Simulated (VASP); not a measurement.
A run of VASP 6.6.1:

Contents of POSCAR:

```
BN
1.0
    0.0000000000      1.8034143773      1.8034143773
    1.8034143773      0.0000000000      1.8034143773
    1.8034143773      1.8034143773      0.0000000000
B N
1 1
Direct
    0.0000000000      0.0000000000      0.0000000000
    0.2500000000      0.2500000000      0.2500000000
```

INCAR.step1

```
PREC = Accurate
ENCUT = 910
ISMEAR = -1
SIGMA = 0.01
LREAL = F
LASPH = T
NELM = 120
NBANDS = 11
GGA = PE
ALGO = Normal
EDIFF = 1E-5
LWAVE = T
LCHARG = F
GGA_COMPAT = F
```

The input INCAR.step2:

```
PREC = Accurate
ENCUT = 910
EDIFF = 1E-6
ISMEAR = -1
SIGMA = 0.01
LREAL = F
LASPH = T
NELM = 120
ALGO = Normal
ISIF = 2
LWAVE = F
LCHARG = T
METAGGA = R2SCAN
LMIXTAU = T
LUSE_VDW = T
IVDW_NL = 2
BPARAM = 11.95
CPARAM = 0.0093
LELF = T
LVHAR = T
NBANDS = 11
ISTART = 1
GGA_COMPAT = F
```

File KPOINTS:

```
regular mesh
0
Gamma
  10 10 10
```

Potentials or basis: VASP PAW PBE potentials, release 64 (B_h, N_h).

Launch:

```bash
$ cat potpaw_PBE.64/B_h/POTCAR potpaw_PBE.64/N_h/POTCAR > POTCAR
$ cp INCAR.step1 INCAR
$ mpirun -np 1 vasp_std > vasp.out
$ cp INCAR.step2 INCAR
$ mpirun -np 1 vasp_std > vasp.out
```

Hardware: 1 thread of AMD EPYC 7R43 64-Core Processor (Zen 3) (shared host).

Problem. How long does it take, and how much memory?

Solution. It took 110 s on 1 thread of AMD EPYC 7R43 64-Core Processor (Zen 3), with other jobs on the host, peak memory 0.22 GiB. Counts: k points 47.
